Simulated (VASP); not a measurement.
A run of VASP 6.6.1:

INCAR

```
SYSTEM = Ru
ALGO     = Fast           ! electronic algorithm
EDIFF    = 1E-6           ! SCF threshold, eV
ENCUT    = 520            ! plane-wave cutoff, eV
GGA      = PS             ! functional
ISIF     = 2              ! what is computed and relaxed
ISMEAR   = 0              ! smearing method
LASPH    = .True.         ! aspherical terms in the spheres
LCHARG   = .False.        ! write CHGCAR
LREAL    = .False.        ! projectors in reciprocal space
LWAVE    = .False.        ! write WAVECAR
NBANDS   = 21             ! bands
NELM     = 80             ! most SCF steps
PREC     = Accurate       ! precision mode
SIGMA    = 0.15           ! smearing width, eV
```

Contents of KPOINTS:

```
k-points
0
Gamma
  21 21 12
  0 0 0
```

The input POSCAR:

```
Ru
1.0
    2.6748269885      0.0000000000      0.0000000000
   -1.3374134942      2.3164681228      0.0000000000
    0.0000000000      0.0000000000      4.4372704912
Ru
2
Direct
    0.3333333333      0.6666666667      0.2500000000
    0.6666666667      0.3333333333      0.7500000000
```

Potentials or basis: VASP PAW PBE potentials, release 64 (Ru_pv).

Launch:

```sh
$ cat potpaw_PBE.64/Ru_pv/POTCAR > POTCAR
$ mpirun -np 1 vasp_std > vasp.out
```

Hardware: 1 thread of Intel(R) Xeon(R) Platinum 8375C CPU @ 2.90GHz (Ice Lake), on a shared host.

Q: How long does it take, and how much memory?

A: Run time: 100 s on 1 thread of Intel(R) Xeon(R) Platinum 8375C CPU @ 2.90GHz (Ice Lake), on a shared host, peak memory 0.26 GiB. Counts: scf iterations 13, k points 336.
